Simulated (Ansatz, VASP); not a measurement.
# One calculation of CuI, two programs

Contents of INCAR:

```
SYSTEM = CuI
ALGO     = Normal         ! electronic algorithm
EDIFF    = 1E-8           ! SCF threshold, eV
ENCUT    = 520            ! plane-wave cutoff, eV
GGA      = PE             ! functional
ISIF     = 2              ! what is computed and relaxed
ISMEAR   = 0              ! smearing method
LASPH    = .True.         ! aspherical terms in the spheres
LCHARG   = .False.        ! write CHGCAR
LEFG     = .True.       
LREAL    = Auto         
LWAVE    = .False.        ! write WAVECAR
NBANDS   = 86             ! bands
NELM     = 80             ! most SCF steps
PREC     = Accurate       ! precision mode
SIGMA    = 0.01           ! smearing width, eV
```

File KPOINTS:

```
k-points
0
Gamma
  3 3 3
  0 0 0
```

File POSCAR:

```
CuI
1.0
    0.0000000000      6.0630000000      6.0630000000
    6.0630000000      0.0000000000      6.0630000000
    6.0630000000      6.0630000000      0.0000000000
Cu I
8 8
Direct
    0.1250000000      0.1250000000      0.1250000000
    0.1250000000      0.1250000000      0.6250000000
    0.1250000000      0.6250000000      0.1250000000
    0.1250000000      0.6250000000      0.6250000000
    0.6250000000      0.1250000000      0.1250000000
    0.6250000000      0.1250000000      0.6250000000
    0.6250000000      0.6250000000      0.1250000000
    0.6250000000      0.6250000000      0.6250000000
    0.0000000000      0.0000000000      0.0000000000
    0.0000000000      0.0000000000      0.5000000000
    0.0000000000      0.5000000000      0.0000000000
    0.0000000000      0.5000000000      0.5000000000
    0.5000000000      0.0000000000      0.0000000000
    0.5000000000      0.0000000000      0.5000000000
    0.5000000000      0.5000000000      0.0000000000
    0.5000000000      0.5000000000      0.5000000000
```

Input for Ansatz:

```yaml
crystal:
  lattice:
    - [0.0, 6.063, 6.063]
    - [6.063, 0.0, 6.063]
    - [6.063, 6.063, 0.0]
  atoms:
    - { symbol: Cu, position: [0.125, 0.125, 0.125] }
    - { symbol: Cu, position: [0.125, 0.125, 0.625] }
    - { symbol: Cu, position: [0.125, 0.625, 0.125] }
    - { symbol: Cu, position: [0.125, 0.625, 0.625] }
    - { symbol: Cu, position: [0.625, 0.125, 0.125] }
    - { symbol: Cu, position: [0.625, 0.125, 0.625] }
    - { symbol: Cu, position: [0.625, 0.625, 0.125] }
    - { symbol: Cu, position: [0.625, 0.625, 0.625] }
    - { symbol: I, position: [0.0, 0.0, 0.0] }
    - { symbol: I, position: [0.0, 0.0, 0.5] }
    - { symbol: I, position: [0.0, 0.5, 0.0] }
    - { symbol: I, position: [0.0, 0.5, 0.5] }
    - { symbol: I, position: [0.5, 0.0, 0.0] }
    - { symbol: I, position: [0.5, 0.0, 0.5] }
    - { symbol: I, position: [0.5, 0.5, 0.0] }
    - { symbol: I, position: [0.5, 0.5, 0.5] }
kpoints:
  mp_grid: { grid: [3, 3, 3] }
scf:
  occupations: { method: fixed }
hamiltonian:
  xc: pbe
  pseudopotentials: { kind: paw }
output:
  forces: true
  efg:
    quadrupole_moments_barn: { Cu: -0.22, I: -0.68822 }
    contact_densities: true
  core_levels:
    shells: { I: "3d", Cu: "2p" }
    counted_from: valence_top
    eps_inf: [6.29, 6.29, 6.29]
```

Alike in both runs: task electric field gradients; functional PBE; k mesh 3 × 3 × 3; no spin polarisation.

|  | VASP | Ansatz |
| --- | --- | --- |
| version | VASP 6.6.1 | Ansatz 0.2.0 |
| potentials or method | VASP PAW PBE potentials, release 64 (Cu, I) | plane-wave PAW, scalar-relativistic |
| plane-wave cutoff (eV) | 520 | 420 |
| occupations | gaussian, width 0.01 eV | fixed |
| valence electrons in the cell | 144 | 288 |

```csv
,VASP,Ansatz,Ansatz less VASP
gap on the k mesh at the Fermi level (eV),1.14,1.12,-0.022
```

VASP's potentials hold 144 valence electrons a cell and Ansatz's 288, so a difference there can come from the potentials and not from the codes.

Spin-orbit coupling is off throughout.
